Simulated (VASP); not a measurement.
**Re: single point with PBE**

Crystal: Re.

```
Re
1.0
     2.76080    0.00000    0.00000
    -1.38040    2.39092    0.00000
     0.00000    0.00000    4.45820
Re
2
Direct
  0.33333 0.66667 0.25000
  0.66667 0.33333 0.75000
```

```json
{
 "Program": "VASP 6.6.1",
 "Task": "single point",
 "Functional": "PBE",
 "Potentials or basis": "VASP PAW PBE potentials, release 64 (Re)",
 "Cutoff": "520 eV",
 "k mesh": "12 × 12 × 7",
 "Occupations": "methfessel-paxton, width 0.1 eV",
 "Spin": "no spin polarisation"
}
```

```yaml
Pressure: 5.6 GPa
Band_gap_on_the_k_mesh: zero (band 7 reaches 9.25 eV, above the bottom of band 8 at 6.30 eV)
```

Stress tensor (GPa, compression positive):
```
5.30 0.00 0.00
0.00 5.30 0.00
0.00 0.00 6.24
```

Levels at points of the mesh, in eV from the Fermi level:
```tsv
k point	band 3	band 4	band 5	band 6	band 7	band 8	band 9	band 10	band 11	band 12
(0.00, 0.00, 0.00)	-1.59	-1.59	-1.59	-0.76	-0.76	0.18	0.18	0.61	3.35	3.35
(0.50, 0.00, 0.00)	-5.26	-1.95	-1.75	-1.38	-0.61	3.95	4.36	4.48	6.05	7.06
```

Wall time 35 s on 1 thread of AMD EPYC 7R43 64-Core Processor (Zen 3), on a shared host, peak memory 0.14 GiB.

Caveat: spin-orbit coupling is left out, which moves the levels of the heavy elements.
